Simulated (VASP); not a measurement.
The system is SrVO3.

```
Sr V O
1.0
     3.84090    0.00000    0.00000
     0.00000    3.84090    0.00000
     0.00000    0.00000    3.84090
Sr V O
1 1 3
Direct
  0.50000 0.50000 0.50000
  0.00000 0.00000 0.00000
  0.00000 0.00000 0.50000
  0.00000 0.50000 0.00000
  0.50000 0.00000 0.00000
```

Base run:

```yaml
Program: VASP 6.6.1
Functional: PBEsol
Potentials_or_basis: VASP PAW PBE potentials, release 64 (Sr_sv, V_sv, O)
Cutoff: 520 eV
k_mesh: 7 × 7 × 7
Occupations: fermi-dirac, width 0.05 eV
Spin: collinear spin, ferromagnetic start
Starting_moments: "[0.0, 2.0, 0.0, 0.0, 0.0] μB"
```

Its results: pressure -4.0 GPa; net moment 0.00 μB per cell.

Q: The run is repeated on the same cell with these changes: functional from PBEsol to RPBE. What comes out?

A: Pressure 8.2 GPa; net moment -0.01 μB per cell.

RPBE binds less tightly than PBEsol, so the same cell stands under more pressure.

Caveats: the moments typed at the start vanished in this run; the PAW data sets were made with another functional, which shifts forces and pressure a little; the cell stands under tension (at least some runs); the cell stands under pressure (at least some runs).
